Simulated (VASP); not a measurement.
# CoH (Fm-3m) in VASP: notebook, part 2 of 2

VASP 6.6.1. Earlier steps stand in the parts before.

**3. Single point, PBEsol, collinear spin, ferromagnetic start**

This run uses another cell than the first one, of 6.38 Å³/atom.

The input, INCAR:

```
ALGO     = Normal         # electronic algorithm
EDIFF    = 1E-7           # SCF threshold, eV
ENCUT    = 520            # plane-wave cutoff, eV
GGA      = PS             # functional
ISIF     = 2              # what is computed and relaxed
ISMEAR   = -1             # smearing method
ISPIN    = 2              # spin polarisation
LASPH    = True           # aspherical terms in the spheres
LCHARG   = True           # write CHGCAR
LELF     = True           # ELF
LMAXMIX  = 4              # l up to which the mixer works
LORBIT   = 11             # projections on sites
LREAL    = False          # projectors in reciprocal space
LVHAR    = True         
LWAVE    = False          # write WAVECAR
MAGMOM   = 2.5 0          # initial moments
NBANDS   = 16             # bands
NELM     = 150            # most SCF steps
PREC     = Accurate       # precision mode
SIGMA    = 0.1            # smearing width, eV
```

The input, KPOINTS:

```
k-points
0
Gamma
  13 13 13
```

The input, POSCAR:

```
CoH
1.0
    0.0000000000      1.8551674021      1.8551674021
    1.8551674021      0.0000000000      1.8551674021
    1.8551674021      1.8551674021      0.0000000000
Co H
1 1
Direct
    0.0000000000      0.0000000000      0.0000000000
    0.5000000000      0.5000000000      0.5000000000
```

Potentials or basis: VASP PAW PBE potentials, release 64 (Co, H).

The run is started by

```console
$ cat potpaw_PBE.64/Co/POTCAR potpaw_PBE.64/H/POTCAR > POTCAR
$ mpirun -np 1 vasp_std > vasp.out
```

OUTCAR:

```text
EDIFF = 1E-7
   ENCUT = 520
   GGA = PS
   ISIF = 2
   ISMEAR = -1
   ISPIN = 2
   LASPH = True
   LORBIT = 11
   LREAL = False
   NELM = 150
   PREC = Accurate

 ion  position               nearest neighbor table
   1  0.000  0.000  0.000-   2 1.86   2 1.86   2 1.86   2 1.86   2 1.86   2 1.86
   2  0.500  0.500  0.500-   1 1.86   1 1.86   1 1.86   1 1.86   1 1.86   1 1.86

  LATTYP: Found a face centered cubic cell.
 ALAT       =     3.7103348042

  Lattice vectors:

 A1 = (   0.0000000000,   1.8551674021,   1.8551674021)
 A2 = (   1.8551674021,   0.0000000000,   1.8551674021)
[... 1127 lines left out ...]

 VOLUME and BASIS-vectors are now :
 -----------------------------------------------------------------------------
  energy-cutoff  :      520.00
  volume of cell :       12.77
      direct lattice vectors                 reciprocal lattice vectors
     0.000000000  1.855167402  1.855167402    -0.269517457  0.269517457  0.269517457
     1.855167402  0.000000000  1.855167402     0.269517457 -0.269517457  0.269517457
     1.855167402  1.855167402  0.000000000     0.269517457  0.269517457 -0.269517457

 POSITION                                       TOTAL-FORCE (eV/Angst)
 -----------------------------------------------------------------------------------
      0.00000      0.00000      0.00000         0.000000      0.000000      0.000000
      1.85517      1.85517      1.85517         0.000000      0.000000      0.000000
 -----------------------------------------------------------------------------------
    total drift:                                0.000000     -0.000000     -0.000000

  FREE ENERGIE OF THE ION-ELECTRON SYSTEM (eV)
  ---------------------------------------------------
  free  energy   TOTEN  =       -11.1592499455 eV

  energy  without entropy=      -11.1150840705  energy(sigma->0) =      -11.13716701

 total charge

# of ion       s       p       d       tot
------------------------------------------
    1        0.395   0.529   7.417   8.341
    2        0.494   0.039   0.000   0.533
--------------------------------------------------
tot          0.889   0.568   7.417   8.874

 magnetization (x)

# of ion       s       p       d       tot
------------------------------------------
    1       -0.008  -0.017   1.230   1.205
    2       -0.007  -0.003   0.000  -0.010
--------------------------------------------------
tot         -0.014  -0.020   1.230   1.196
```

OSZICAR:

```text
N       E                     dE             d eps       ncg     rms          rms(c)
DAV:   1     0.276240814086E+02    0.27624E+02   -0.40390E+03  5640   0.725E+02
DAV:   2    -0.110859844723E+02   -0.38710E+02   -0.35303E+02  6240   0.148E+02
DAV:   3    -0.123861737341E+02   -0.13002E+01   -0.12916E+01  6640   0.274E+01
DAV:   4    -0.123958454530E+02   -0.96717E-02   -0.96693E-02  6832   0.217E+00
DAV:   5    -0.123960239068E+02   -0.17845E-03   -0.17845E-03  6784   0.270E-01    0.129E+01
DAV:   6    -0.115473786869E+02    0.84865E+00   -0.15290E+01  7600   0.420E+01    0.568E+00
DAV:   7    -0.111804295719E+02    0.36695E+00   -0.24942E+00  6992   0.161E+01    0.273E+00
DAV:   8    -0.111644188385E+02    0.16011E-01   -0.26608E-02  6976   0.103E+00    0.141E+00
DAV:   9    -0.111599662295E+02    0.44526E-02   -0.42955E-03  8120   0.327E-01    0.369E-01
DAV:  10    -0.111592740141E+02    0.69222E-03   -0.72837E-04  8944   0.140E-01    0.725E-02
DAV:  11    -0.111592461491E+02    0.27865E-04   -0.45843E-05  7912   0.455E-02    0.251E-02
DAV:  12    -0.111592499439E+02   -0.37948E-05   -0.52741E-06  6848   0.227E-02    0.868E-03
DAV:  13    -0.111592499455E+02   -0.16007E-08   -0.13326E-07  6312   0.326E-03
   1 F= -.11159250E+02 E0= -.11137167E+02  d E =-.441659E-01  mag=     1.1744
```

It took 16 s on 1 thread of Intel Xeon 6975P-C (Granite Rapids), shared host; peak memory 0.15 GiB.

What came out:

```
Free energy                                           : -11.1592 eV
Pressure                                              : -10.5 GPa
Net moment                                            : 1.17 μB per cell
Site moments                                          : Co +1.21; H -0.01 μB
Valence electrons inside the program's atomic spheres : Co 8.34; H 0.53
```

Levels at points of the mesh, in eV from the Fermi level:
Spin up:
```csv
k point,band 2,band 3,band 4,band 5,band 6,band 7,band 8,band 9,band 10,band 11
"(0.00, 0.00, 0.00)",-2.60,-2.60,-2.60,-1.57,-1.57,14.75,20.43,20.86,20.86,20.86
```
Spin down:
| k point | band 1 | band 2 | band 3 | band 4 | band 5 | band 6 | band 7 | band 8 |
| --- | --- | --- | --- | --- | --- | --- | --- | --- |
| (0.00, 0.00, 0.00) | -12.33 | -1.36 | -1.36 | -1.36 | -0.45 | -0.45 | 14.74 | 20.28 |

Caveat: the cell stands under tension; the PAW data sets were made with another functional, which shifts forces and pressure a little.

**4. Single point, PBEsol, collinear spin, ferromagnetic start**

This run uses another cell than the first one, of 6.51 Å³/atom.

The input, INCAR:

```
SYSTEM = CoH
PREC = Accurate
ENCUT = 520
EDIFF = 1E-6
ISMEAR = -1
SIGMA = 0.1
LREAL = .False.
LASPH = .True.
NELM = 150
ALGO = Normal
ISIF = 2
LWAVE = .False.
LCHARG = .False.
ISPIN = 2
MAGMOM = 2.5 0
LORBIT = 11
LMAXMIX = 4
GGA = PS
NBANDS = 16
```

The input, KPOINTS:

```
Automatic mesh
0
Gamma
  13 13 13
  0 0 0
```

The input, POSCAR:

```
CoH
1.0
    0.0000000000      1.8672142812      1.8672142812
    1.8672142812      0.0000000000      1.8672142812
    1.8672142812      1.8672142812      0.0000000000
Co H
1 1
Direct
    0.0000000000      0.0000000000      0.0000000000
    0.5000000000      0.5000000000      0.5000000000
```

The run is started by

```console
$ cat potpaw_PBE.64/Co/POTCAR potpaw_PBE.64/H/POTCAR > POTCAR
$ mpirun -np 1 vasp_std > vasp.out
```

It took 16 s on 1 thread of Intel Xeon 6975P-C (Granite Rapids), shared host; peak memory 0.15 GiB.

The run converged. Its results:

- Free energy: -11.1403 eV
- Pressure: -14.0 GPa
- Net moment: 1.20 μB per cell
- Site moments: Co +1.23; H -0.01 μB
- Valence electrons inside the program's atomic spheres: Co 8.30; H 0.53

Levels at points of the mesh, in eV from the Fermi level:
Spin up:
```
           k point  band 2  band 3  band 4  band 5  band 6  band 7  band 8  band 9  band 10  band 11
(0.00, 0.00, 0.00)   -2.58   -2.58   -2.58   -1.58   -1.58   14.51   20.30   20.63    20.63    20.63
```
Spin down:
```csv
k point,band 2,band 3,band 4,band 5,band 6,band 7
"(0.00, 0.00, 0.00)",-1.31,-1.31,-1.31,-0.43,-0.43,14.50
```

Caveat: the cell stands under tension; the PAW data sets were made with another functional, which shifts forces and pressure a little.

**5. Single point, PBEsol, collinear spin, ferromagnetic start**

This run uses another cell than the first one, of 6.64 Å³/atom.

The input, INCAR:

```
PREC = Accurate
ENCUT = 520
EDIFF = 1E-7
ISMEAR = -1
SIGMA = 0.1
LREAL = F
LASPH = T
NELM = 150
ALGO = Normal
ISIF = 2
LWAVE = F
LCHARG = T
ISPIN = 2
MAGMOM = 2.5 0
LORBIT = 11
LMAXMIX = 4
GGA = PS
LELF = T
LVHAR = T
NBANDS = 16
```

The input, KPOINTS:

```
Automatic mesh
0
Gamma
  13 13 13
```

The input, POSCAR:

```
CoH
1.0
    0.0000000000      1.8791076864      1.8791076864
    1.8791076864      0.0000000000      1.8791076864
    1.8791076864      1.8791076864      0.0000000000
Co H
1 1
Direct
    0.0000000000      0.0000000000      0.0000000000
    0.5000000000      0.5000000000      0.5000000000
```

The run is started by

```console
$ cat potpaw_PBE.64/Co/POTCAR potpaw_PBE.64/H/POTCAR > POTCAR
$ mpirun -np 1 vasp_std > vasp.out
```

Wall time 16 s (1 thread of Intel Xeon 6975P-C (Granite Rapids), shared host); peak memory 0.15 GiB.

The run converged. Its results:

| Quantity | Value |
| --- | --- |
| Free energy | -11.1162 eV |
| Pressure | -17.0 GPa |
| Net moment | 1.22 μB per cell |
| Site moments | Co +1.26; H -0.01 μB |
| Valence electrons inside the program's atomic spheres | Co 8.27; H 0.52 |

Levels at points of the mesh, in eV from the Fermi level:
Spin up:
| k point | band 2 | band 3 | band 4 | band 5 | band 6 | band 7 | band 8 | band 9 | band 10 | band 11 |
| --- | --- | --- | --- | --- | --- | --- | --- | --- | --- | --- |
| (0.00, 0.00, 0.00) | -2.55 | -2.55 | -2.55 | -1.58 | -1.58 | 14.28 | 20.16 | 20.40 | 20.40 | 20.40 |
Spin down:
```csv
k point,band 1,band 2,band 3,band 4,band 5,band 6,band 7,band 8,band 9
"(0.00, 0.00, 0.00)",-12.00,-1.26,-1.26,-1.26,-0.40,-0.40,14.28,20.00,20.45
```

Caveat: the cell stands under tension; the PAW data sets were made with another functional, which shifts forces and pressure a little.

**6. Summary**

```tsv
cell	gap on the mesh (eV)	pressure (GPa)	moment (μB)
a = 2.606 Å, angles 60.0°, 2 atoms	none	-6.6	1.15
a = 2.624 Å, angles 60.0°, 2 atoms	none	-10.5	1.17
a = 2.641 Å, angles 60.0°, 2 atoms	none	-14.0	1.20
a = 2.657 Å, angles 60.0°, 2 atoms	none	-17.0	1.22
```

Alike in all rows: task single point; level PBEsol; potentials or basis VASP PAW PBE potentials, release 64 (Co, H); spin collinear, ferromagnetic start; k mesh 13 × 13 × 13; cutoff (eV) 520; smearing fermi-dirac 0.1 eV.

Caveats: the cell stands under tension; the PAW data sets were made with another functional, which shifts forces and pressure a little.

Absolute energies hang on the potentials; compare differences alone.
